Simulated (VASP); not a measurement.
Runs of VASP 6.6.1 on Al5BP6. The structure is that of space group P31m (No. 157), or close to it. The cells are those of the table. 

```tsv
cell	k mesh	gap on the mesh (eV)	pressure (GPa)	largest force (eV/Å)
a = 6.535, b = 6.535, c = 6.196 Å, angles 90.0, 90.0, 120.0°, 12 atoms	3 × 3 × 4	(b)	0.0	0.03
a = 6.205, b = 6.541, c = 6.529 Å, angles 119.9, 90.0, 90.0°, 12 atoms	2 × 3 × 3	1.69	-0.2	0.01
a = 6.308, b = 6.308, c = 5.978 Å, angles 90.0, 90.0, 120.0°, 12 atoms	3 × 3 × 4	1.19	15.6	3.34
a = 6.202, b = 6.536, c = 6.536 Å, angles 120.0, 90.0, 90.0°, 12 atoms	2 × 3 × 3	(c)	(a)	0.04
```

Alike in all rows: task single point; level PBE; potentials or basis VASP PAW PBE potentials, release 64 (Al, B, P); no spin polarisation; cutoff (eV) 520; smearing gaussian 0.1 eV.

Question: Fill in the values left out.

Answer: (a) -0.1; (b) 1.43; (c) 1.70.

Caveats: some runs use coarse meshes; forces of over 1 eV/Å act on the atoms, so gaps and moduli don't describe the material at rest (some runs).

A k mesh can miss the band edges.
